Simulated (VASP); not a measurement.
# AlNi (Pmm2) in VASP: single point with PBEsol

Aim: the single point of AlNi with PBEsol.

Everything below comes from runs of VASP 6.6.1. Logs are shortened: lines on timing, memory, paths and dates and some standing lists are left out, and cuts for length are marked.

### 1 The cell of the first run

The structure is orthorhombic, space group Pmm2 (No. 25). Conventional cell: a = 2.859 Å, b = 2.869 Å, c = 2.859 Å, α = 90.00°, β = 90.00°, γ = 90.00°. Al (site symmetry mm2) has 8 Ni at 2.44 to 2.52 Å and 6 Al at 2.86 to 2.87 Å within 3.2 Å. Within 3.2 Å of Ni (site symmetry mm2) lie 8 Al at 2.44 to 2.52 Å and 6 Ni at 2.86 to 2.87 Å.

### 2 Single point, PBEsol (atoms displaced along a vibrational mode)

Contents of INCAR:

```
PREC = Accurate
ENCUT = 520
EDIFF = 1E-6
ISMEAR = 0
SIGMA = 0.15
LREAL = False
LASPH = True
NELM = 60
ALGO = Fast
ISIF = 2
LWAVE = False
LCHARG = False
GGA = PS
NBANDS = 14
```

Contents of KPOINTS:

```
Automatic mesh
0
Gamma
  20 20 20
```

Contents of POSCAR:

```
AlNi
1.0
    2.0213280871     -2.0213497883      0.0000000000
    2.0213280871      2.0213497883      0.0000000000
    0.0000000000      0.0000000000      2.8694088109
Al Ni
1 1
Direct
    0.0000000000      0.0174910493      0.0000000000
    0.5000000000      0.4919593102      0.5000000000
```

Potentials or basis: VASP PAW PBE potentials, release 64 (Al, Ni).

Launch:

```console
cat potpaw_PBE.64/Al/POTCAR potpaw_PBE.64/Ni/POTCAR > POTCAR
mpirun -np 1 vasp_std > vasp.out
```

OUTCAR:

```text
PREC = Accurate
   ENCUT = 520
   EDIFF = 1E-6
   ISMEAR = 0
   LREAL = False
   LASPH = True
   NELM = 60
   ISIF = 2
   GGA = PS

 ion  position               nearest neighbor table
   1  0.000  0.017  0.000-   2 2.44   2 2.44   2 2.44   2 2.44   2 2.52   2 2.52   2 2.52   2 2.52

   2  0.500  0.492  0.500-   1 2.44   1 2.44   1 2.44   1 2.44   1 2.52   1 2.52   1 2.52   1 2.52

  LATTYP: Found a base centered orthorhombic cell.
 ALAT       =     4.0426561742
 B/A-ratio  =     1.0000107361
 C/A-ratio  =     0.7097830454

  Lattice vectors:

 A1 = (   2.0213280871,  -2.0213497883,   0.0000000000)
 A2 = (   2.0213280871,   2.0213497883,   0.0000000000)
 A3 = (   0.0000000000,   0.0000000000,   2.8694088109)

Analysis of symmetry for initial positions (statically):
=====================================================================
 Subroutine PRICEL returns:
 Original cell was already a primitive cell.

 Routine SETGRP: Setting up the symmetry group for a
 base centered orthorhombic supercell.

 Subroutine GETGRP returns: Found  2 space group operations
 (whereof  2 operations were pure point group operations)
 out of a pool of  8 trial point group operations.

The static configuration has the point symmetry C_1h.

Analysis of symmetry for dynamics (positions and initial velocities):
=====================================================================
 Subroutine PRICEL returns:
 Original cell was already a primitive cell.

 Routine SETGRP: Setting up the symmetry group for a
 base centered orthorhombic supercell.

 Subroutine GETGRP returns: Found  2 space group operations
 (whereof  2 operations were pure point group operations)
 out of a pool of  8 trial point group operations.

The dynamic configuration has the point symmetry C_1h.

 Subroutine INISYM returns: Found  2 space group operations
 (whereof  2 operations are pure point group operations),
 and found     1 'primitive' translations

----------------------------------------------------------------------------------------

                                     Primitive cell

  volume of cell :      23.4477

  direct lattice vectors                    reciprocal lattice vectors
     2.021328087 -2.021349788  0.000000000     0.247362120 -0.247359464  0.000000000
     2.021328087  2.021349788  0.000000000     0.247362120  0.247359464  0.000000000
     0.000000000  0.000000000  2.869408811     0.000000000  0.000000000  0.348503844

  length of vectors
     2.858604940  2.858604940  2.869408811     0.349820986  0.349820986  0.348503844

  position of ions in fractional coordinates (direct lattice)
     0.000000000  0.017491049  0.000000000
     0.500000000  0.491959310  0.500000000

  ion indices of the primitive-cell ions
   primitive index   ion index
                 1           1
                 2           2

----------------------------------------------------------------------------------------

 KPOINTS: Automatic mesh

Automatic generation of k-mesh.
 Grid dimensions read from file:
 generate k-points for:   20   20   20

 Generating k-lattice:

  Cartesian coordinates                     Fractional coordinates (reciprocal lattice)
     0.012368106 -0.012367973  0.000000000     0.050000000  0.000000000  0.000000000
     0.012368106  0.012367973  0.000000000     0.000000000  0.050000000  0.000000000
     0.000000000  0.000000000  0.017425192     0.000000000  0.000000000  0.050000000

  Length of vectors
     0.017491049  0.017491049  0.017425192

  Shift w.r.t. Gamma in fractional coordinates (k-lattice)
     0.000000000  0.000000000  0.000000000

 Subroutine IBZKPT returns following result:
 ===========================================

 Found   2222 irreducible k-points:

 Following reciprocal coordinates:
            Coordinates               Weight
  0.000000  0.000000  0.000000      1.000000
  0.050000  0.000000  0.000000      2.000000
  0.000000  0.050000  0.000000      2.000000
  0.100000  0.000000  0.000000      2.000000
  0.000000  0.100000  0.000000      2.000000
  0.150000  0.000000  0.000000      2.000000
[... 16 lines left out ...]
  0.100000  0.050000  0.000000      2.000000
  0.050000  0.100000  0.000000      2.000000
 [... further k-points ...]
   k-points           NKPTS =   2222   k-points in BZ     NKDIM =   2222   number of bands    NBANDS=     14
   number of dos      NEDOS =    301   number of ions     NIONS =      2
   total plane-waves  NPLWV =  13824
   dimension x,y,z NGX =    24 NGY =   24 NGZ =   24
   dimension x,y,z NGXF=    48 NGYF=   48 NGZF=   48
   ions per type =               1   1
   NGX,Y,Z   is equivalent  to a cutoff of  13.96, 13.96, 13.90 a.u.
   NGXF,Y,Z  is equivalent  to a cutoff of  27.92, 27.92, 27.81 a.u.
 SYSTEM =  unknown system
   PREC   = accura    normal or accurate (medium, high low for compatibility)
   ISTART =      0    job   : 0-new  1-cont  2-samecut
   ICHARG =      2    charge: 1-file 2-atom 10-const
   ISPIN  =      1    spin polarized calculation?
   LNONCOLLINEAR =      F non collinear calculations
   LSORBIT =      F    spin-orbit coupling
   LASPH  =      T    aspherical Exc in radial PAW
   ENCUT  =  520.0 eV  38.22 Ry    6.18 a.u.   5.32  5.32  5.34*2*pi/ulx,y,z
   NELM   =     60;   NELMIN=  2; NELMDL= -5     # of ELM steps
   EDIFF  = 0.1E-05   stopping-criterion for ELM
   LREAL  =      F    real-space projection
   EDIFFG = 0.1E-04   stopping-criterion for IOM
   NSW    =      0    number of steps for IOM
   IBRION =     -1    ionic relax: 0-MD 1-quasi-New 2-CG
   NFREE  =      0    steps in history (QN), initial steepest desc. (CG)
   ISIF   =      2    stress and relaxation
   ISYM   =      2    0-nonsym 1-usesym 2-fastsym
   POTIM  = 0.5000    time-step for ionic-motion
   TEBEG  =    0.0;   TEEND  =   0.0 temperature during run
   PSTRESS=    0.0 pullay stress
   NELECT =      13.0000    total number of electrons
   NUPDOWN=      -1.0000    fix difference up-down
   EMIN   =  10.00;   EMAX   =-10.00  energy-range for DOS
   EFERMI =   0.00;   METHOD = LEGACY
   ISMEAR =     0;   SIGMA  =   0.15  broadening in eV -4-tet -1-fermi 0-gaus
   EFERMI_NEDOS =   21; number of points for ismear=-14 and -15
   IALGO  =     68    algorithm
   IMIX   =      4    mixing-type and parameters
     AMIX     =   0.40;   BMIX     =  1.00
     AMIX_MAG =   1.60;   BMIX_MAG =  1.00
  volume/ion in A,a.u.               =      11.72        79.12
  Fermi-wavevector in a.u.,A,eV,Ry     =   1.344897  2.541487 24.609512  1.808748
  Thomas-Fermi vector in A             =   2.472854
   LORBIT       =      0    0 simple, 1 ext, 2 COOP (PROOUT), +10 PAW based schemes
   GGA     = PS    functional components
   LHFCALC =     F    Hartree Fock is set to
   AEXX    =    0.0000 exact exchange contribution
   IVDW    =     0    specifies the selected vdW correction
   LEPSILON=     F    determine dielectric tensor
   LRPA    =     F    only Hartree local field effects (RPA)
 non-spin polarized calculation
 RMM-DIIS sequential band-by-band and
 Gauss-broadening in eV      SIGMA  =   0.15
  energy-cutoff  :      520.00
  volume of cell :       23.45
 maximum number of plane-waves:       655
 NGX is ok and might be reduce to    24
   NGX = 11   NGY = 11   NGZ = 11

 number of electron      13.0000002 magnetization

 Free energy of the ion-electron system (eV)
  ---------------------------------------------------
  ext. energy  EPLUGINS =         0.00000000
  ---------------------------------------------------
  free energy    TOTEN  =       -11.57386530 eV

  energy without entropy =      -11.56407575  energy(sigma->0) =      -11.56897053

 E-fermi :  10.1534     XC(G=0): -12.2603

 val. band max:       10.1529927869   @ k =  -0.3000   0.0500   0.3500
 cond. band min:      10.1602709715   @ k =   0.3500   0.0000   0.2500
 fundamental gap:      0.0072781845
 Fermi energy:        10.1534300692

 k-point     1 :       0.0000    0.0000    0.0000
  band No.  band energies     occupation
      1      -1.1169      2.00000
      2       6.8155      2.00000
      3       6.8232      2.00000
      4       8.5626      2.00000
      5       8.5680      2.00000
      6       8.5788      2.00000
      7      15.6485      0.00000
      8      15.7852      0.00000
      9      15.7868      0.00000
     10      18.3588      0.00000
     11      18.3926      0.00000
     12      24.2023      0.00000
     13      31.2099      0.00000
     14      31.2751      0.00000

 k-point     2 :       0.0500    0.0000    0.0000
  band No.  band energies     occupation
      1      -1.0700      2.00000
      2       6.8154      2.00000
      3       6.8322      2.00000
      4       8.5410      2.00000
      5       8.5581      2.00000
      6       8.5705      2.00000
      7      15.2199      0.00000
      8      15.7110      0.00000
      9      15.8568      0.00000
     10      18.3710      0.00000
     11      18.8924      0.00000
     12      24.3644      0.00000
     13      30.6528      0.00000
     14      30.7275      0.00000

 k-point     3 :       0.0000    0.0500    0.0000
  band No.  band energies     occupation
      1      -1.0700      2.00000
      2       6.8203      2.00000
      3       6.8272      2.00000
      4       8.5468      2.00000
      5       8.5580      2.00000
      6       8.5648      2.00000
      7      15.2275      0.00000
      8      15.7108      0.00000
      9      15.8470      0.00000
     10      18.3672      0.00000
     11      18.8997      0.00000
     12      24.3631      0.00000
     13      30.6176      0.00000
     14      30.7106      0.00000

 k-point     4 :       0.1000    0.0000    0.0000
  band No.  band energies     occupation
      1      -0.9297      2.00000
      2       6.8034      2.00000
      3       6.8644      2.00000
      4       8.4803      2.00000
      5       8.4989      2.00000
      6       8.5770      2.00000
      7      14.1449      0.00000
      8      15.8951      0.00000
      9      16.0394      0.00000
     10      18.3780      0.00000
     11      19.8083      0.00000
     12      24.8703      0.00000
     13      29.4913      0.00000
     14      29.5848      0.00000

 k-point     5 :       0.0000    0.1000    0.0000
  band No.  band energies     occupation
      1      -0.9298      2.00000
      2       6.8076      2.00000
      3       6.8600      2.00000
      4       8.4864      2.00000
      5       8.4988      2.00000
      6       8.5714      2.00000
      7      14.1505      0.00000
      8      15.8946      0.00000
      9      16.0296      0.00000
     10      18.3743      0.00000
     11      19.8213      0.00000
[... 276 lines left out ...]
 k-point    22 :       0.0500    0.0500    0.0000
  band No.  band energies     occupation
      1      -1.0232      2.00000
      2       6.8242      2.00000
      3       6.8327      2.00000
      4       8.5366      2.00000
      5       8.5396      2.00000
      6       8.5532      2.00000
      7      15.1509      0.00000
      8      15.4282      0.00000
      9      15.7730      0.00000
     10      18.6224      0.00000
     11      19.1641      0.00000
     12      24.5171      0.00000
     13      30.0882      0.00000
     14      30.5651      0.00000

 k-point    23 :       0.1000    0.0500    0.0000
  band No.  band energies     occupation
      1      -0.8832      2.00000
      2       6.8135      2.00000
      3       6.8653      2.00000
      4       8.4756      2.00000
      5       8.4814      2.00000
      6       8.5577      2.00000
      7      14.1766      0.00000
      8      15.4976      0.00000
      9      15.9566      0.00000
     10      18.7309      0.00000
     11      20.0120      0.00000
     12      24.9991      0.00000
     13      28.9358      0.00000
     14      29.5120      0.00000

 k-point    24 :       0.0500    0.1000    0.0000
  band No.  band energies     occupation
      1      -0.8833      2.00000
      2       6.8173      2.00000
      3       6.8612      2.00000
      4       8.4755      2.00000
      5       8.4872      2.00000
      6       8.5522      2.00000
      7      14.1819      0.00000
      8      15.4903      0.00000
      9      15.9562      0.00000
     10      18.7266      0.00000
     11      20.0221      0.00000
     12      24.9958      0.00000
     13      28.9298      0.00000
     14      29.4927      0.00000

 [... further k-points ...]

------------------------ aborting loop because EDIFF is reached ----------------------------------------

  FORCE on cell =-STRESS in cart. coord.  units (eV):
  Direction    XX          YY          ZZ          XY          YZ          ZX
  --------------------------------------------------------------------------------------
  -------------------------------------------------------------------------------------
  Total        0.0830300      0.0826304      0.0612084     -0.0213538      0.0000000      0.0000000
  in kB        5.6734196      5.6461145      4.1823523     -1.4591011      0.0000000      0.0000000
  external PRESSURE =       5.1672955 kB  Pullay stress =       0.0000000 kB

 VOLUME and BASIS-vectors are now :
 -----------------------------------------------------------------------------
  energy-cutoff  :      520.00
  volume of cell :       23.45
      direct lattice vectors                 reciprocal lattice vectors
     2.021328087 -2.021349788  0.000000000     0.247362120 -0.247359464  0.000000000
     2.021328087  2.021349788  0.000000000     0.247362120  0.247359464  0.000000000
     0.000000000  0.000000000  2.869408811     0.000000000  0.000000000  0.348503844

 POSITION                                       TOTAL-FORCE (eV/Angst)
 -----------------------------------------------------------------------------------
      0.03536      0.03536      0.00000        -0.322493     -0.322465      0.000000
      2.00508     -0.01625      1.43470         0.322493      0.322465      0.000000
 -----------------------------------------------------------------------------------
    total drift:                                0.000253      0.000254     -0.000005

  FREE ENERGIE OF THE ION-ELECTRON SYSTEM (eV)
  ---------------------------------------------------
  free  energy   TOTEN  =       -11.5738652959 eV

  energy  without entropy=      -11.5640757543  energy(sigma->0) =      -11.56897053
```

It took 6.1 min on 1 thread of AMD EPYC 9R45 (Zen 5), shared host; peak memory 0.77 GiB.

What came out:

```yaml
Free_energy: -11.5739 eV
Pressure: 0.5 GPa
Largest_force: 0.456 eV/Å
Band_gap_on_the_k_mesh: zero (an odd number of electrons rules out a gap without spin polarisation)
```

Forces in eV/Å, atoms in the order of the input:
```
Al  -0.322 -0.322  0.000
Ni   0.322  0.322  0.000
```

Stress tensor (GPa, compression positive):
```
 0.57 -0.15  0.00
-0.15  0.56  0.00
 0.00  0.00  0.42
```

Caveat: the cell differs from its parent crystal (atoms displaced along a vibrational mode); the PAW data sets were made with another functional, which shifts forces and pressure a little.
